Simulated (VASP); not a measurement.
# Sn3H (a cell with a defect) in VASP: density of states with PBE

Aim: the density of states of Sn3H (a cell with a defect) with PBE.

Everything below comes from runs of VASP 6.6.1. Logs are shortened: lines on timing, memory, paths and dates and some standing lists are left out, and cuts for length are marked.

## Step 1: The cell of the first run

The cell holds a defect, 4 atoms: a = 5.925 Å, b = 4.240 Å, c = 3.971 Å, α = 80.01°, β = 75.23°, γ = 109.91°.

## Step 2: Density of states, PBE

POSCAR reads:

```
Sn3H
1.0
   -2.8151670000      2.6956150000      4.4624230000
    2.8463780000     -2.7417820000      1.5347560000
    2.6650460000      2.5373670000      1.4924400000
Sn H
3 1
Direct
    0.0453720000      0.0018090000      0.0050730000
    0.4977240000      0.4768060000      0.9784860000
    0.6353190000      0.1304560000      0.5269570000
    0.1257600000      0.6206700000      0.5348560000
```

INCAR.step1 reads:

```
SYSTEM = Sn3H
  ALGO = Normal
  EDIFF = 1E-6
  ENCUT = 520
  GGA = PE
  ISIF = 2
  ISMEAR = -1
  LASPH = .True.
  LCHARG = .True.
  LREAL = .False.
  LWAVE = .False.
  NBANDS = 30
  NELM = 80
  PREC = Accurate
  SIGMA = 0.1
```

KPOINTS.step1 reads:

```
Automatic mesh
0
Gamma
  4 5 5
  0 0 0.5
```

INCAR.step2 reads:

```
SYSTEM = Sn3H
  ALGO = Normal
  EDIFF = 1E-6
  ENCUT = 520
  GGA = PE
  ICHARG = 11
  ISIF = 2
  ISMEAR = -5
  LASPH = .True.
  LCHARG = .False.
  LORBIT = 11
  LREAL = .False.
  LWAVE = .False.
  NBANDS = 30
  NEDOS = 2001
  NELM = 80
  PREC = Accurate
  SIGMA = 0.1
```

KPOINTS.step2 reads:

```
k-points
0
Gamma
  6 8 8
  0 0 0
```

Potentials or basis: VASP PAW PBE potentials, release 64 (Sn_d, H).

Launch:

```bash
$ cat potpaw_PBE.64/Sn_d/POTCAR potpaw_PBE.64/H/POTCAR > POTCAR
$ cp INCAR.step1 INCAR
$ cp KPOINTS.step1 KPOINTS
$ mpirun -np 1 vasp_std > vasp.out
$ cp INCAR.step2 INCAR
$ cp KPOINTS.step2 KPOINTS
$ mpirun -np 1 vasp_std > vasp.out
```

OUTCAR:

```text
SYSTEM = Sn3H
   EDIFF = 1E-6
   ENCUT = 520
   GGA = PE
   ICHARG = 11
   ISIF = 2
   ISMEAR = -5
   LASPH = .True.
   LORBIT = 11
   LREAL = .False.
   NELM = 80
   PREC = Accurate

 ion  position               nearest neighbor table
   1  0.045  0.002  0.005-   2 2.71   3 3.04   2 3.29   3 3.33   3 3.54   3 3.56
   2  0.498  0.477  0.978-   3 2.65   1 2.71   3 2.75   3 2.86   1 3.29
   3  0.635  0.130  0.527-   2 2.65   2 2.75   2 2.86   1 3.04   1 3.33   1 3.54   1 3.56
   4  0.126  0.621  0.535-

  LATTYP: Found a triclinic cell.
 ALAT       =     3.9709040064
 B/A-ratio  =     1.5843703695
 C/A-ratio  =     1.4663535523
 COS(alpha) =     0.0095907808
 COS(beta)  =     0.2963298024
 COS(gamma) =     0.7480215567

  Lattice vectors:

 A1 = (   2.6650460000,   2.5373670000,   1.4924400000)
 A2 = (   5.5114240000,  -0.2044150000,   3.0271960000)
 A3 = (   2.6338350000,   2.5835340000,  -4.5047390000)

Analysis of symmetry for initial positions (statically):
=====================================================================
 Subroutine PRICEL returns:
 Original cell was already a primitive cell.

 Routine SETGRP: Setting up the symmetry group for a
 triclinic supercell.

 Subroutine GETGRP returns: Found  1 space group operations
 (whereof  1 operations were pure point group operations)
 out of a pool of  2 trial point group operations.

The static configuration has the point symmetry C_1 .

Analysis of symmetry for dynamics (positions and initial velocities):
=====================================================================
 Subroutine PRICEL returns:
 Original cell was already a primitive cell.

 Routine SETGRP: Setting up the symmetry group for a
 triclinic supercell.

 Subroutine GETGRP returns: Found  1 space group operations
 (whereof  1 operations were pure point group operations)
 out of a pool of  2 trial point group operations.

The dynamic configuration has the point symmetry C_1 .

 Subroutine INISYM returns: Found  1 space group operations
 (whereof  1 operations are pure point group operations),
 and found     1 'primitive' translations

----------------------------------------------------------------------------------------

                                     Primitive cell

  volume of cell :      86.8927

  direct lattice vectors                    reciprocal lattice vectors
    -2.815167000  2.695615000  4.462423000    -0.091908547 -0.001816643  0.167209398
     2.846378000 -2.741782000  1.534756000     0.084008885 -0.185217230  0.164882035
     2.665046000  2.537367000  1.492440000     0.188417405  0.195900594  0.000527489

  length of vectors
     5.924924008  4.239659448  3.970904006     0.190812641  0.261818640  0.271805886

  position of ions in fractional coordinates (direct lattice)
     0.045372000  0.001809000  0.005073000
     0.497724000  0.476806000  0.978486000
     0.635319000  0.130456000  0.526957000
     0.125760000  0.620670000  0.534856000

  ion indices of the primitive-cell ions
   primitive index   ion index
                 1           1
                 2           2
                 3           3
                 4           4

----------------------------------------------------------------------------------------

 KPOINTS: k-points

Automatic generation of k-mesh.
 Grid dimensions read from file:
 generate k-points for:    6    8    8

 Generating k-lattice:

  Cartesian coordinates                     Fractional coordinates (reciprocal lattice)
    -0.015318091 -0.000302774  0.027868233     0.166666667  0.000000000  0.000000000
     0.010501111 -0.023152154  0.020610254     0.000000000  0.125000000  0.000000000
     0.023552176  0.024487574  0.000065936     0.000000000  0.000000000  0.125000000

  Length of vectors
     0.031802107  0.032727330  0.033975736

  Shift w.r.t. Gamma in fractional coordinates (k-lattice)
     0.000000000  0.000000000  0.000000000

 TETIRR: Found   1152 inequivalent tetrahedra from     2304

 Subroutine IBZKPT returns following result:
 ===========================================

 Found    196 irreducible k-points:

 Following reciprocal coordinates:
            Coordinates               Weight
  0.000000  0.000000  0.000000      1.000000
  0.166667  0.000000  0.000000      2.000000
  0.333333  0.000000 -0.000000      2.000000
  0.500000  0.000000 -0.000000      1.000000
  0.000000  0.125000  0.000000      2.000000
  0.166667  0.125000 -0.000000      2.000000
[... 16 lines left out ...]
  0.000000  0.500000  0.000000      1.000000
  0.166667  0.500000 -0.000000      2.000000
 [... further k-points ...]
   k-points           NKPTS =    196   k-points in BZ     NKDIM =    196   number of bands    NBANDS=     30
   number of dos      NEDOS =   2001   number of ions     NIONS =      4
   total plane-waves  NPLWV =  46080
   dimension x,y,z NGX =    48 NGY =   32 NGZ =   30
   dimension x,y,z NGXF=    96 NGYF=   64 NGZF=   60
   ions per type =               3   1
   NGX,Y,Z   is equivalent  to a cutoff of  13.47, 12.55, 12.56 a.u.
   NGXF,Y,Z  is equivalent  to a cutoff of  26.94, 25.10, 25.12 a.u.
 SYSTEM =  Sn3H
   PREC   = accura    normal or accurate (medium, high low for compatibility)
   ISTART =      0    job   : 0-new  1-cont  2-samecut
   ICHARG =     11    charge: 1-file 2-atom 10-const
   ISPIN  =      1    spin polarized calculation?
   LNONCOLLINEAR =      F non collinear calculations
   LSORBIT =      F    spin-orbit coupling
   LASPH  =      T    aspherical Exc in radial PAW
   ENCUT  =  520.0 eV  38.22 Ry    6.18 a.u.  11.02  7.88  7.38*2*pi/ulx,y,z
   NELM   =     80;   NELMIN=  2; NELMDL=  0     # of ELM steps
   EDIFF  = 0.1E-05   stopping-criterion for ELM
   LREAL  =      F    real-space projection
   EDIFFG = 0.1E-04   stopping-criterion for IOM
   NSW    =      0    number of steps for IOM
   IBRION =     -1    ionic relax: 0-MD 1-quasi-New 2-CG
   NFREE  =      0    steps in history (QN), initial steepest desc. (CG)
   ISIF   =      2    stress and relaxation
   ISYM   =      2    0-nonsym 1-usesym 2-fastsym
   POTIM  = 0.5000    time-step for ionic-motion
   TEBEG  =    0.0;   TEEND  =   0.0 temperature during run
   PSTRESS=    0.0 pullay stress
   NELECT =      43.0000    total number of electrons
   NUPDOWN=      -1.0000    fix difference up-down
   EMIN   =  10.00;   EMAX   =-10.00  energy-range for DOS
   EFERMI =   0.00;   METHOD = LEGACY
   ISMEAR =    -5;   SIGMA  =   0.10  broadening in eV -4-tet -1-fermi 0-gaus
   EFERMI_NEDOS =   21; number of points for ismear=-14 and -15
   IALGO  =     38    algorithm
   IMIX   =      4    mixing-type and parameters
     AMIX     =   0.40;   BMIX     =  1.00
     AMIX_MAG =   1.60;   BMIX_MAG =  1.00
  volume/ion in A,a.u.               =      21.72       146.60
  Fermi-wavevector in a.u.,A,eV,Ry     =   1.294901  2.447008 22.813815  1.676768
  Thomas-Fermi vector in A             =   2.426454
   LORBIT       =     11    0 simple, 1 ext, 2 COOP (PROOUT), +10 PAW based schemes
   GGA     = PE    functional components
   LHFCALC =     F    Hartree Fock is set to
   AEXX    =    0.0000 exact exchange contribution
   IVDW    =     0    specifies the selected vdW correction
   LEPSILON=     F    determine dielectric tensor
   LRPA    =     F    only Hartree local field effects (RPA)
 non-spin polarized calculation
 Fermi weights with tetrahedron method with Bloechl corrections
  energy-cutoff  :      520.00
  volume of cell :       86.89
 maximum number of plane-waves:      2360
 NGX is ok and might be reduce to    48

 number of electron      43.0000007 magnetization

 Free energy of the ion-electron system (eV)
  ---------------------------------------------------
  ext. energy  EPLUGINS =         0.00000000
  ---------------------------------------------------
  free energy    TOTEN  =       -12.42210709 eV

  energy without entropy =      -12.42210709  energy(sigma->0) =      -12.42210709

 E-fermi :   7.3824     XC(G=0): -10.1488

 val. band max:        7.4906334233   @ k =   0.1667   0.3750  -0.0000
 cond. band min:       7.0092847639   @ k =  -0.3333   0.2500   0.5000
 fundamental gap:     -0.4813486594
 Fermi energy:         7.3824185261

 k-point     1 :       0.0000    0.0000    0.0000
  band No.  band energies     occupation
      1     -14.5778      2.00000
      2     -14.5014      2.00000
      3     -14.3653      2.00000
      4     -14.3446      2.00000
      5     -14.3187      2.00000
      6     -14.2918      2.00000
[... 22 lines left out ...]
     29      15.8471      0.00000
     30      16.6176      0.00000

 k-point     2 :       0.1667    0.0000    0.0000
  band No.  band energies     occupation
      1     -14.5722      2.00000
      2     -14.4900      2.00000
      3     -14.3596      2.00000
      4     -14.3403      2.00000
      5     -14.3151      2.00000
      6     -14.2861      2.00000
[... 22 lines left out ...]
     29      14.9474      0.00000
     30      15.5835      0.00000

 k-point     3 :       0.3333    0.0000   -0.0000
  band No.  band energies     occupation
      1     -14.5613      2.00000
      2     -14.4649      2.00000
      3     -14.3450      2.00000
      4     -14.3259      2.00000
      5     -14.3079      2.00000
      6     -14.2841      2.00000
[... 22 lines left out ...]
     29      13.3337      0.00000
     30      14.9821      0.00000

 k-point     4 :       0.5000    0.0000   -0.0000
  band No.  band energies     occupation
      1     -14.5560      2.00000
      2     -14.4513      2.00000
      3     -14.3340      2.00000
      4     -14.3100      2.00000
      5     -14.3014      2.00000
      6     -14.2966      2.00000
[... 22 lines left out ...]
     29      14.2519      0.00000
     30      14.3424      0.00000

 k-point     5 :       0.0000    0.1250    0.0000
  band No.  band energies     occupation
      1     -14.5731      2.00000
      2     -14.4962      2.00000
      3     -14.3614      2.00000
      4     -14.3443      2.00000
      5     -14.3138      2.00000
      6     -14.2900      2.00000
[... 22 lines left out ...]
     29      15.4014      0.00000
     30      16.0383      0.00000
[... 526 lines left out ...]
     29      15.3130      0.00000
     30      15.5170      0.00000

 k-point    22 :      -0.1667    0.3750   -0.0000
  band No.  band energies     occupation
      1     -14.5243      2.00000
      2     -14.4941      2.00000
      3     -14.3860      2.00000
      4     -14.3445      2.00000
      5     -14.3034      2.00000
      6     -14.2842      2.00000
[... 22 lines left out ...]
     29      14.7187      0.00000
     30      15.3416      0.00000

 k-point    23 :       0.0000    0.5000    0.0000
  band No.  band energies     occupation
      1     -14.5010      2.00000
      2     -14.4480      2.00000
      3     -14.3945      2.00000
      4     -14.3468      2.00000
      5     -14.3009      2.00000
      6     -14.2911      2.00000
[... 22 lines left out ...]
     29      14.6286      0.00000
     30      15.8980      0.00000

 k-point    24 :       0.1667    0.5000   -0.0000
  band No.  band energies     occupation
      1     -14.4981      2.00000
      2     -14.4697      2.00000
      3     -14.3981      2.00000
      4     -14.3487      2.00000
      5     -14.2968      2.00000
      6     -14.2878      2.00000
[... 22 lines left out ...]
     29      14.5397      0.00000
     30      15.3813      0.00000

 [... further k-points ...]
[... 5 lines left out ...]
  --------------------------------------------------------------------------------------
  -------------------------------------------------------------------------------------
  Total        5.6604285      2.9415490      6.3063884      0.1421450     -0.5630051      0.8147556
  in kB      104.3701855     54.2379470    116.2807604      2.6209504    -10.3810077     15.0229250
  external PRESSURE =      91.6296310 kB  Pullay stress =       0.0000000 kB

 VOLUME and BASIS-vectors are now :
 -----------------------------------------------------------------------------
  energy-cutoff  :      520.00
  volume of cell :       86.89
      direct lattice vectors                 reciprocal lattice vectors
    -2.815167000  2.695615000  4.462423000    -0.091908547 -0.001816643  0.167209398
     2.846378000 -2.741782000  1.534756000     0.084008885 -0.185217230  0.164882035
     2.665046000  2.537367000  1.492440000     0.188417405  0.195900594  0.000527489

 POSITION                                       TOTAL-FORCE (eV/Angst)
 -----------------------------------------------------------------------------------
     -0.10906      0.13022      0.21282        -0.149883      0.193848     -1.483757
      2.56370      2.51715      4.41317         1.587130      0.379092      1.112277
     -0.01284      2.69198      3.82173        -1.665617     -0.382239      0.472844
      2.83804     -0.00562      2.31201         0.228370     -0.190702     -0.101364
 -----------------------------------------------------------------------------------
    total drift:                                0.003892      0.001993      0.004029

  FREE ENERGIE OF THE ION-ELECTRON SYSTEM (eV)
  ---------------------------------------------------
  free  energy   TOTEN  =       -12.4221070947 eV

  energy  without entropy=      -12.4221070947  energy(sigma->0) =      -12.42210709

 total charge

# of ion       s       p       d       tot
------------------------------------------
    1        1.296   0.879   9.979  12.154
    2        1.233   1.204  10.008  12.444
    3        1.231   1.142   9.997  12.370
    4        0.418   0.004   0.000   0.421
--------------------------------------------------
tot          4.177   3.229  29.985  37.390
```

It took 5.8 min on 1 thread of Intel Xeon 6975P-C (Granite Rapids), shared host; peak memory 0.49 GiB.

Results:

* Valence electrons inside the program's atomic spheres: Sn 12.15, 12.44, 12.37; H 0.42

Caveat: spin-orbit coupling is left out, which moves the levels of the heavy elements; tetrahedron occupations give inexact forces and stress in metals.
